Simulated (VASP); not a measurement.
Set up this calculation in VASP 6.6.1, as the native input.

```yaml
Task: single point
Functional: PBEsol
Potentials_or_basis: VASP PAW PBE potentials, release 64 (Pb_d, Se)
Cutoff: 520 eV
k_mesh: 6 × 6 × 4
Occupations: gaussian, width 0.01 eV
Spin: no spin polarisation
Dipole_correction: no
Further_INCAR_settings: ALGO = Normal; EDIFF = 1e-06; NBANDS = 28
```

The structure of PbSe lies in POSCAR:

```
PbSe
1.0
    2.1832334812     -6.2146664402      0.0000000000
    2.1832334812      6.2146664402      0.0000000000
    0.0000000000      0.0000000000      4.5090594121
Pb Se
2 2
Direct
    0.6317607300      0.3682392700      0.7500000000
    0.3682392700      0.6317607300      0.2500000000
    0.8612899600      0.1387100400      0.7500000000
    0.1387100400      0.8612899600      0.2500000000
```

These files were run (other wordings do the same):

INCAR

```
SYSTEM = PbSe
  ALGO = Normal
  EDIFF = 1E-6
  ENCUT = 520
  GGA = PS
  ISIF = 2
  ISMEAR = 0
  LASPH = .True.
  LCHARG = .False.
  LREAL = .False.
  LWAVE = .False.
  NBANDS = 28
  NELM = 60
  PREC = Accurate
  SIGMA = 0.01
```

KPOINTS

```
k-points
0
Gamma
  6 6 4
  0 0 0
```

Potentials or basis: VASP PAW PBE potentials, release 64 (Pb_d, Se).

Launch:

```console
$ cat potpaw_PBE.64/Pb_d/POTCAR potpaw_PBE.64/Se/POTCAR > POTCAR
$ mpirun -np 1 vasp_std > vasp.out
```

Results of the run:

```yaml
Pressure: -3.4 GPa
Largest_force: 0.208 eV/Å
Band_gap_on_the_k_mesh: 1.19 eV, indirect (least direct gap 1.40 eV)
```

Caveat: the PAW data sets were made with another functional, which shifts forces and pressure a little; spin-orbit coupling is left out, which moves the levels of the heavy elements.

Wall time 110 s on 1 thread of Intel(R) Xeon(R) Platinum 8259CL CPU @ 2.50GHz (Skylake/Cascade Lake) (shared host), peak memory 0.34 GiB.
